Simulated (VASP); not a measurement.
# Cu (Pm-3m) in VASP: notebook

The runs below take Cu through single point, with PBE.

Everything below comes from runs of VASP 6.6.1. Logs are shortened: lines on timing, memory, paths and dates and some standing lists are left out, and cuts for length are marked.

**1. The cell of the first run**

The structure is cubic, space group Pm-3m (No. 221). Conventional cell: a = 2.407 Å, b = 2.407 Å, c = 2.407 Å, α = 90.00°, β = 90.00°, γ = 90.00°. Cu (site symmetry m-3m) has 6 Cu at 2.41 Å within 3.2 Å.

**2. Single point, PBE**

File INCAR:

```
PREC = Accurate
ENCUT = 520
EDIFF = 1E-6
ISMEAR = -1
SIGMA = 0.06122561905347299
LREAL = F
LASPH = T
NELM = 100
ALGO = Normal
ISIF = 2
LWAVE = F
LCHARG = T
GGA = PE
LELF = T
LVHAR = T
NBANDS = 12
```

File KPOINTS:

```
Automatic mesh
0
Gamma
  23 23 23
```

File POSCAR:

```
Cu
1.0
    2.4070165040      0.0000000000      0.0000000000
    0.0000000000      2.4070165040      0.0000000000
    0.0000000000      0.0000000000      2.4070165040
Cu
1
Direct
    0.0000000000      0.0000000000      0.0000000000
```

Potentials or basis: VASP PAW PBE potentials, release 64 (Cu).

Launch:

```sh
> cat potpaw_PBE.64/Cu/POTCAR > POTCAR
> mpirun -np 1 vasp_std > vasp.out
```

OUTCAR:

```text
PREC = Accurate
   ENCUT = 520
   EDIFF = 1E-6
   ISMEAR = -1
   LREAL = F
   LASPH = T
   NELM = 100
   ISIF = 2
   GGA = PE

 ion  position               nearest neighbor table
   1  0.000  0.000  0.000-

  LATTYP: Found a simple cubic cell.
 ALAT       =     2.4070165040

  Lattice vectors:

 A1 = (   2.4070165040,   0.0000000000,   0.0000000000)
 A2 = (   0.0000000000,   2.4070165040,   0.0000000000)
 A3 = (   0.0000000000,   0.0000000000,   2.4070165040)

Analysis of symmetry for initial positions (statically):
=====================================================================
 Subroutine PRICEL returns:
 Original cell was already a primitive cell.

 Routine SETGRP: Setting up the symmetry group for a
 simple cubic supercell.

 Subroutine GETGRP returns: Found 48 space group operations
 (whereof 48 operations were pure point group operations)
 out of a pool of 48 trial point group operations.

The static configuration has the point symmetry O_h .

Analysis of symmetry for dynamics (positions and initial velocities):
=====================================================================
 Subroutine PRICEL returns:
 Original cell was already a primitive cell.

 Routine SETGRP: Setting up the symmetry group for a
 simple cubic supercell.

 Subroutine GETGRP returns: Found 48 space group operations
 (whereof 48 operations were pure point group operations)
 out of a pool of 48 trial point group operations.

The dynamic configuration has the point symmetry O_h .

 Subroutine INISYM returns: Found 48 space group operations
 (whereof 48 operations are pure point group operations),
 and found     1 'primitive' translations

----------------------------------------------------------------------------------------

                                     Primitive cell

  volume of cell :      13.9456

  direct lattice vectors                    reciprocal lattice vectors
     2.407016504  0.000000000  0.000000000     0.415452075  0.000000000  0.000000000
     0.000000000  2.407016504  0.000000000     0.000000000  0.415452075  0.000000000
     0.000000000  0.000000000  2.407016504     0.000000000  0.000000000  0.415452075

  length of vectors
     2.407016504  2.407016504  2.407016504     0.415452075  0.415452075  0.415452075

  position of ions in fractional coordinates (direct lattice)
     0.000000000  0.000000000  0.000000000

  ion indices of the primitive-cell ions
   primitive index   ion index
                 1           1

----------------------------------------------------------------------------------------

 KPOINTS: Automatic mesh

Automatic generation of k-mesh.
 Grid dimensions read from file:
 generate k-points for:   23   23   23

 Generating k-lattice:

  Cartesian coordinates                     Fractional coordinates (reciprocal lattice)
     0.018063134  0.000000000  0.000000000     0.043478261  0.000000000  0.000000000
     0.000000000  0.018063134  0.000000000     0.000000000  0.043478261  0.000000000
     0.000000000  0.000000000  0.018063134     0.000000000  0.000000000  0.043478261

  Length of vectors
     0.018063134  0.018063134  0.018063134

  Shift w.r.t. Gamma in fractional coordinates (k-lattice)
     0.000000000  0.000000000  0.000000000

 Subroutine IBZKPT returns following result:
 ===========================================

 Found    364 irreducible k-points:

 Following reciprocal coordinates:
            Coordinates               Weight
  0.000000  0.000000  0.000000      1.000000
  0.043478  0.000000  0.000000      6.000000
  0.086957  0.000000  0.000000      6.000000
  0.130435  0.000000  0.000000      6.000000
  0.173913  0.000000  0.000000      6.000000
  0.217391  0.000000  0.000000      6.000000
[... 16 lines left out ...]
  0.478261  0.043478  0.000000     24.000000
  0.086957  0.086957  0.000000     12.000000
 [... further k-points ...]
   k-points           NKPTS =    364   k-points in BZ     NKDIM =    364   number of bands    NBANDS=     12
   number of dos      NEDOS =    301   number of ions     NIONS =      1
   total plane-waves  NPLWV =   5832
   dimension x,y,z NGX =    18 NGY =   18 NGZ =   18
   dimension x,y,z NGXF=    36 NGYF=   36 NGZF=   36
   ions per type =               1
   NGX,Y,Z   is equivalent  to a cutoff of  12.43, 12.43, 12.43 a.u.
   NGXF,Y,Z  is equivalent  to a cutoff of  24.86, 24.86, 24.86 a.u.
 SYSTEM =  unknown system
   PREC   = accura    normal or accurate (medium, high low for compatibility)
   ISTART =      0    job   : 0-new  1-cont  2-samecut
   ICHARG =      2    charge: 1-file 2-atom 10-const
   ISPIN  =      1    spin polarized calculation?
   LNONCOLLINEAR =      F non collinear calculations
   LSORBIT =      F    spin-orbit coupling
   LASPH  =      T    aspherical Exc in radial PAW
   ENCUT  =  520.0 eV  38.22 Ry    6.18 a.u.   4.48  4.48  4.48*2*pi/ulx,y,z
   NELM   =    100;   NELMIN=  2; NELMDL= -5     # of ELM steps
   EDIFF  = 0.1E-05   stopping-criterion for ELM
   LREAL  =      F    real-space projection
   EDIFFG = 0.1E-04   stopping-criterion for IOM
   NSW    =      0    number of steps for IOM
   IBRION =     -1    ionic relax: 0-MD 1-quasi-New 2-CG
   NFREE  =      0    steps in history (QN), initial steepest desc. (CG)
   ISIF   =      2    stress and relaxation
   ISYM   =      2    0-nonsym 1-usesym 2-fastsym
   POTIM  = 0.5000    time-step for ionic-motion
   TEBEG  =    0.0;   TEEND  =   0.0 temperature during run
   PSTRESS=    0.0 pullay stress
   NELECT =      11.0000    total number of electrons
   NUPDOWN=      -1.0000    fix difference up-down
   EMIN   =  10.00;   EMAX   =-10.00  energy-range for DOS
   EFERMI =   0.00;   METHOD = LEGACY
   ISMEAR =    -1;   SIGMA  =   0.06  broadening in eV -4-tet -1-fermi 0-gaus
   EFERMI_NEDOS =   21; number of points for ismear=-14 and -15
   IALGO  =     38    algorithm
   IMIX   =      4    mixing-type and parameters
     AMIX     =   0.40;   BMIX     =  1.00
     AMIX_MAG =   1.60;   BMIX_MAG =  1.00
  volume/ion in A,a.u.               =      13.95        94.11
  Fermi-wavevector in a.u.,A,eV,Ry     =   1.512609  2.858416 31.129936  2.287986
  Thomas-Fermi vector in A             =   2.622510
   LORBIT       =      0    0 simple, 1 ext, 2 COOP (PROOUT), +10 PAW based schemes
   GGA     = PE    functional components
   LHFCALC =     F    Hartree Fock is set to
   AEXX    =    0.0000 exact exchange contribution
   IVDW    =     0    specifies the selected vdW correction
   LEPSILON=     F    determine dielectric tensor
   LRPA    =     F    only Hartree local field effects (RPA)
 non-spin polarized calculation
  energy-cutoff  :      520.00
  volume of cell :       13.95
 maximum number of plane-waves:       389
 NGX is ok and might be reduce to    18
   NGX =  9   NGY =  9   NGZ =  9

 number of electron      11.0000015 magnetization

 Free energy of the ion-electron system (eV)
  ---------------------------------------------------
  ext. energy  EPLUGINS =         0.00000000
  ---------------------------------------------------
  free energy    TOTEN  =        -3.26741469 eV

  energy without entropy =       -3.26381505  energy(sigma->0) =       -3.26561487

 E-fermi :   5.5401     XC(G=0): -11.7031

 val. band max:        5.5117629911   @ k =   0.4348   0.2174   0.0000
 cond. band min:       5.5654818273   @ k =   0.3478   0.3478   0.0870
 fundamental gap:      0.0537188362
 Fermi energy:         5.5400970740

 k-point     1 :       0.0000    0.0000    0.0000
  band No.  band energies     occupation
      1      -2.4300      2.00000
      2       1.7861      2.00000
      3       1.7861      2.00000
      4       4.2559      2.00000
      5       4.2559      2.00000
      6       4.2559      2.00000
      7      23.0793      0.00000
      8      23.0793      0.00000
      9      23.0793      0.00000
     10      26.4828      0.00000
     11      26.4828      0.00000
     12      30.2262      0.00000

 k-point     2 :       0.0435    0.0000    0.0000
  band No.  band energies     occupation
      1      -2.3785      2.00000
      2       1.7919      2.00000
      3       1.8052      2.00000
      4       4.2408      2.00000
      5       4.2408      2.00000
      6       4.2572      2.00000
      7      22.2121      0.00000
      8      23.1460      0.00000
      9      23.1460      0.00000
     10      26.5054      0.00000
     11      27.1588      0.00000
     12      30.5160      0.00000

 k-point     3 :       0.0870    0.0000    0.0000
  band No.  band energies     occupation
      1      -2.2251      2.00000
      2       1.8086      2.00000
      3       1.8619      2.00000
      4       4.1966      2.00000
      5       4.1966      2.00000
      6       4.2607      2.00000
      7      20.5707      0.00000
      8      23.3444      0.00000
      9      23.3444      0.00000
     10      26.5735      0.00000
     11      28.0716      0.00000
     12      31.5390      0.00000
[... 286 lines left out ...]
 k-point    23 :       0.4783    0.0435    0.0000
  band No.  band energies     occupation
      1       1.3685      2.00000
      2       2.1187      2.00000
      3       3.3363      2.00000
      4       3.5022      2.00000
      5       4.3087      2.00000
      6       4.4050      2.00000
      7       7.6464      0.00000
      8      28.0632      0.00000
      9      28.8582      0.00000
     10      29.4206      0.00000
     11      29.7902      0.00000
     12      32.5650      0.00000

 k-point    24 :       0.0870    0.0870    0.0000
  band No.  band energies     occupation
      1      -2.0211      2.00000
      2       1.8573      2.00000
      3       1.9124      2.00000
      4       4.1361      2.00000
      5       4.1928      2.00000
      6       4.2112      2.00000
      7      20.5026      0.00000
      8      21.1140      0.00000
      9      23.6083      0.00000
     10      27.3688      0.00000
     11      29.6049      0.00000
     12      32.2402      0.00000

 [... further k-points ...]

------------------------ aborting loop because EDIFF is reached ----------------------------------------

  FORCE on cell =-STRESS in cart. coord.  units (eV):
  Direction    XX          YY          ZZ          XY          YZ          ZX
  --------------------------------------------------------------------------------------
  -------------------------------------------------------------------------------------
  Total        0.0237393      0.0237393      0.0237393     -0.0000000      0.0000000     -0.0000000
  in kB        2.7273566      2.7273566      2.7273566     -0.0000000      0.0000000     -0.0000000
  external PRESSURE =       2.7273566 kB  Pullay stress =       0.0000000 kB

 VOLUME and BASIS-vectors are now :
 -----------------------------------------------------------------------------
  energy-cutoff  :      520.00
  volume of cell :       13.95
      direct lattice vectors                 reciprocal lattice vectors
     2.407016504  0.000000000  0.000000000     0.415452075  0.000000000  0.000000000
     0.000000000  2.407016504  0.000000000     0.000000000  0.415452075  0.000000000
     0.000000000  0.000000000  2.407016504     0.000000000  0.000000000  0.415452075

 POSITION                                       TOTAL-FORCE (eV/Angst)
 -----------------------------------------------------------------------------------
      0.00000      0.00000      0.00000         0.000000      0.000000      0.000000
 -----------------------------------------------------------------------------------
    total drift:                                0.000000      0.000000     -0.000000

  FREE ENERGIE OF THE ION-ELECTRON SYSTEM (eV)
  ---------------------------------------------------
  free  energy   TOTEN  =        -3.2674146941 eV

  energy  without entropy=       -3.2638150513  energy(sigma->0) =       -3.26561487
```

Run time: 24 s. Hardware: 1 thread of AMD EPYC 9R45 (Zen 5), shared host; peak memory 0.13 GiB.

Results:

* Free energy: -3.2674 eV
* Pressure: 0.3 GPa

Levels at points of the mesh, in eV from the Fermi level:
| k point | band 3 | band 4 | band 5 | band 6 | band 7 | band 8 | band 9 | band 10 |
| --- | --- | --- | --- | --- | --- | --- | --- | --- |
| (0.00, 0.00, 0.00) | -3.75 | -1.28 | -1.28 | -1.28 | 17.54 | 17.54 | 17.54 | 20.94 |

**3. Single point, PBE**

This run uses another cell than the first one, of 14.22 Å³/atom, 1.020 times its volume.

File INCAR:

```
PREC     = Accurate       # precision mode
ENCUT    = 520            # plane-wave cutoff, eV
EDIFF    = 1E-7           # SCF threshold, eV
ISMEAR   = -1             # smearing method
SIGMA    = 0.06122561905347299 # smearing width, eV
LREAL    = False          # projectors in reciprocal space
LASPH    = True           # aspherical terms in the spheres
NELM     = 100            # most SCF steps
ALGO     = Normal         # electronic algorithm
ISIF     = 2              # what is computed and relaxed
LWAVE    = False          # write WAVECAR
LCHARG   = False          # write CHGCAR
GGA      = PE             # functional
NBANDS   = 12             # bands
```

KPOINTS is that of step 2.

File POSCAR:

```
Cu
1.0
    2.4229574752      0.0000000000      0.0000000000
    0.0000000000      2.4229574752      0.0000000000
    0.0000000000      0.0000000000      2.4229574752
Cu
1
Direct
    0.0000000000      0.0000000000      0.0000000000
```

Potentials or basis: VASP PAW PBE potentials, release 64 (Cu).

Launch:

```sh
> cat potpaw_PBE.64/Cu/POTCAR > POTCAR
> mpirun -np 1 vasp_std > vasp.out
```

It took 25 s on 1 thread of AMD EPYC 9R45 (Zen 5), shared host; peak memory 0.13 GiB.

Results (log left out):

```
Free energy : -3.2663 eV
Pressure    : -1.7 GPa
```

Levels at points of the mesh, in eV from the Fermi level:
| k point | band 4 | band 5 | band 6 | band 7 | band 8 | band 9 |
| --- | --- | --- | --- | --- | --- | --- |
| (0.00, 0.00, 0.00) | -1.28 | -1.28 | -1.28 | 17.33 | 17.33 | 17.33 |

[end of part 1 of 2]
